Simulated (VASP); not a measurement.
# TiSi2 (Immm) in VASP: notebook, part 2 of 2

VASP 6.6.1. Earlier steps stand in the parts before.

### Step 4. Single point, LDA (atoms shifted along a free coordinate)

Contents of INCAR:

```
PREC     = Accurate       # precision mode
ENCUT    = 520            # plane-wave cutoff, eV
EDIFF    = 1E-6           # SCF threshold, eV
ISMEAR   = 0              # smearing method
SIGMA    = 0.15           # smearing width, eV
LREAL    = False          # projectors in reciprocal space
LASPH    = True           # aspherical terms in the spheres
NELM     = 100            # most SCF steps
ALGO     = Normal         # electronic algorithm
ISIF     = 2              # what is computed and relaxed
LWAVE    = False          # write WAVECAR
LCHARG   = False          # write CHGCAR
NBANDS   = 17             # bands
```

Contents of KPOINTS:

```
regular mesh
0
Gamma
  18 18 18
```

Contents of POSCAR:

```
TiSi2
1.0
   -1.4410529458      1.6701060708      4.1004087654
    1.4410529458     -1.6701060708      4.1004087654
    1.4410529458      1.6701060708     -4.1004087654
Ti Si
1 2
Direct
    0.0000000000      0.0000000000      0.0000000000
    0.3490558154      0.3490558154      0.0000000000
    0.6509441846      0.6509441846      0.0000000000
```

Potentials or basis: VASP PAW LDA potentials, release 64 (Ti_sv, Si).

On the command line:

```
$ cat potpaw_LDA.64/Ti_sv/POTCAR potpaw_LDA.64/Si/POTCAR > POTCAR
$ mpirun -np 1 vasp_std > vasp.out
```

OUTCAR:

```text
PREC = Accurate
   ENCUT = 520
   EDIFF = 1E-6
   ISMEAR = 0
   LREAL = False
   LASPH = True
   NELM = 100
   ISIF = 2

 ion  position               nearest neighbor table
   1  0.000  0.000  0.000-   3 2.53   3 2.53   3 2.53   2 2.53   3 2.53   2 2.53   2 2.53   2 2.53
                             2 2.86   3 2.86
   2  0.349  0.349  0.000-   3 2.48   1 2.53   1 2.53   1 2.53   1 2.53   3 2.74   3 2.74   3 2.74
                             3 2.74   1 2.86
   3  0.651  0.651  0.000-   2 2.48   1 2.53   1 2.53   1 2.53   1 2.53   2 2.74   2 2.74   2 2.74
                             2 2.74   1 2.86

  LATTYP: Found a body centered orthorhombic cell.
 ALAT       =     2.8821058916
[... 679 lines left out ...]
  -------------------------------------------------------------------------------------
  Total        1.9004990      3.0401039      1.7773770      0.0000000      0.0000000      0.0000000
  in kB       77.1377732    123.3922484     72.1404738      0.0000000      0.0000000      0.0000000
  external PRESSURE =      90.8901651 kB  Pullay stress =       0.0000000 kB

 VOLUME and BASIS-vectors are now :
 -----------------------------------------------------------------------------
  energy-cutoff  :      520.00
  volume of cell :       39.47
      direct lattice vectors                 reciprocal lattice vectors
    -1.441052946  1.670106071  4.100408765     0.000000000  0.299382182  0.121939062
     1.441052946 -1.670106071  4.100408765     0.346968515  0.000000000  0.121939062
     1.441052946  1.670106071 -4.100408765     0.346968515  0.299382182  0.000000000

 POSITION                                       TOTAL-FORCE (eV/Angst)
 -----------------------------------------------------------------------------------
      0.00000      0.00000      0.00000        -0.000000     -0.000000      0.000000
      0.00000      0.00000      2.86254         0.000000      0.000000     -1.770359
      0.00000      0.00000      5.33827         0.000000     -0.000000      1.770359
 -----------------------------------------------------------------------------------
    total drift:                               -0.000000      0.000000      0.000000

  FREE ENERGIE OF THE ION-ELECTRON SYSTEM (eV)
  ---------------------------------------------------
  free  energy   TOTEN  =       -21.6769184720 eV

  energy  without entropy=      -21.6610154146  energy(sigma->0) =      -21.66896694
```

OSZICAR:

```text
N       E                     dE             d eps       ncg     rms          rms(c)
DAV:   1     0.133419270473E+03    0.13342E+03   -0.96605E+03 29410   0.122E+03
DAV:   2    -0.142587260518E+02   -0.14768E+03   -0.14365E+03 30173   0.321E+02
DAV:   3    -0.229790278847E+02   -0.87203E+01   -0.85302E+01 44649   0.718E+01
DAV:   4    -0.232252003950E+02   -0.24617E+00   -0.24557E+00 36155   0.110E+01
DAV:   5    -0.232335820974E+02   -0.83817E-02   -0.83799E-02 45623   0.190E+00    0.143E+01
DAV:   6    -0.219573727805E+02    0.12762E+01   -0.10831E+01 37826   0.315E+01    0.506E+00
DAV:   7    -0.217199103675E+02    0.23746E+00   -0.21839E+00 37698   0.133E+01    0.412E+00
DAV:   8    -0.216782599441E+02    0.41650E-01   -0.29442E-01 36499   0.494E+00    0.642E-01
DAV:   9    -0.216765423030E+02    0.17176E-02   -0.36859E-02 37377   0.196E+00    0.358E-01
DAV:  10    -0.216768227815E+02   -0.28048E-03   -0.22054E-03 38259   0.372E-01    0.153E-01
DAV:  11    -0.216769345722E+02   -0.11179E-03   -0.50749E-04 36662   0.158E-01    0.643E-02
DAV:  12    -0.216769207020E+02    0.13870E-04   -0.18788E-04 37129   0.135E-01    0.141E-02
DAV:  13    -0.216769185473E+02    0.21546E-05   -0.13543E-05 36302   0.411E-02    0.453E-03
DAV:  14    -0.216769184720E+02    0.75296E-07   -0.68705E-07 17709   0.828E-03
   1 F= -.21676918E+02 E0= -.21668967E+02  d E =-.159031E-01
```

stdout:

```text
POSCAR found type information on POSCAR TiSi
 POSCAR found :  2 types and       3 ions
 scaLAPACK will be used
 LDA part: xc-table for (Slater(with rela. corr.)+CA(PZ))
 , standard interpolation
 POSCAR, INCAR and KPOINTS ok, starting setup
 FFT: planning ... GRIDC
 FFT: planning ... GRID_SOFT
 FFT: planning ... GRID
 WAVECAR not read
 entering main loop
```

Run time: 12 min. Hardware: 1 thread of Intel Xeon Platinum 8259CL at 2.50GHz (Skylake/Cascade Lake), shared host; peak memory 0.63 GiB.

Results:

```yaml
Free_energy: -21.6769 eV
Pressure: 9.1 GPa
Largest_force: 1.770 eV/Å
Band_gap_on_the_k_mesh: zero (bands 10 and 11 overlap by 2.84 eV)
```

Forces in eV/Å, atoms in the order of the input:
```
Ti   0.000  0.000  0.000
Si   0.000  0.000 -1.770
Si   0.000  0.000  1.770
```

Levels at points of the mesh, in eV from the Fermi level:
| k point | band 6 | band 7 | band 8 | band 9 | band 10 | band 11 | band 12 | band 13 | band 14 | band 15 |
| --- | --- | --- | --- | --- | --- | --- | --- | --- | --- | --- |
| (0.00, 0.00, 0.00) | -5.51 | -3.88 | -1.65 | -0.97 | 1.14 | 2.42 | 2.62 | 3.20 | 4.30 | 5.14 |
| (0.50, 0.00, 0.00) | -8.62 | -4.45 | -4.06 | -0.64 | 0.54 | 2.26 | 2.71 | 3.63 | 4.01 | 6.65 |
| (0.00, 0.50, 0.00) | -7.70 | -3.95 | -3.83 | -1.52 | -0.33 | 1.10 | 3.57 | 3.90 | 3.92 | 4.88 |
| (0.50, 0.50, 0.00) | -4.86 | -4.65 | -3.81 | -2.50 | -1.54 | -1.17 | 3.17 | 3.88 | 3.95 | 4.04 |
| (0.50, 0.50, 0.50) | -9.94 | -1.43 | -0.56 | 0.07 | 0.41 | 2.13 | 2.48 | 3.16 | 4.22 | 4.64 |

Caveat: the cell differs from its parent crystal (atoms shifted along a free coordinate); the stress differs along the axes, from 7 to 12 GPa; forces of over 1 eV/Å act on the atoms, so gaps and moduli don't describe the material at rest.

### Step 5. Overview

```csv
cell,gap on the mesh (eV),pressure (GPa),largest force (eV/Å)
"a = 4.613 Å, angles 143.9, 138.0, 56.6°, 3 atoms, atomic positions A",none,12.1,1.30
"a = 4.613 Å, angles 143.9, 138.0, 56.6°, 3 atoms, atomic positions B",none,9.8,0.06
"a = 4.656 Å, angles 143.9, 138.0, 56.6°, 3 atoms, atomic positions C",none,9.1,1.77
```

Alike in all rows: task single point; level LDA; potentials or basis VASP PAW LDA potentials, release 64 (Ti_sv, Si); no spin polarisation; k mesh 18 × 18 × 18; cutoff (eV) 520; smearing gaussian 0.15 eV.

Caveats: the cell stands under pressure (at least some runs); forces of over 1 eV/Å act on the atoms, so gaps and moduli don't describe the material at rest (at least some runs); the stress differs along the axes, from 7 to 12 GPa (at least some runs).

Total energies depend on the potentials used, so only differences within one code and one set of settings carry meaning.
